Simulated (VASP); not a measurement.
Lu: single point with LDA

The system is Lu.

```xyz
2
Lattice="3.4796 0.0000 0.0000 -1.7398 3.0134 0.0000 0.0000 0.0000 5.5136" Properties=species:S:1:pos:R:3 pbc="T T T"
Lu    1.7398    1.0045    4.1352
Lu    0.0000    2.0089    1.3784
```

```
Program             : VASP 6.6.1
Task                : single point
Functional          : LDA
Potentials or basis : VASP PAW PBE potentials, release 64 (Lu)
Cutoff              : 520 eV
k mesh              : 9 × 9 × 5
Occupations         : fermi-dirac, width 0.05 eV
Spin                : no spin polarisation
```

```json
{
  "Pressure": "-4.7 GPa",
  "Band gap on the k mesh": "zero (bands 25 and 26 overlap by 1.39 eV)"
}
```

Stress tensor (GPa, compression positive):
```
-4.22  0.00  0.00
 0.00 -4.22  0.00
 0.00  0.00 -5.55
```

Levels at points of the mesh, in eV from the Fermi level:
```
           k point  band 21  band 22  band 23  band 24  band 25  band 26  band 27  band 28  band 29  band 30
(0.00, 0.00, 0.00)    -4.94    -4.92    -4.92    -2.48     0.72     2.11     2.11     2.38     2.81     2.81
```

It took 110 s on 1 thread of Intel Xeon 8259CL, with other jobs on the host, peak memory 0.19 GiB.

Caveat: the cell stands under tension; the PAW data sets were made with another functional, which shifts forces and pressure a little; spin-orbit coupling is left out, which moves the levels of the heavy elements.
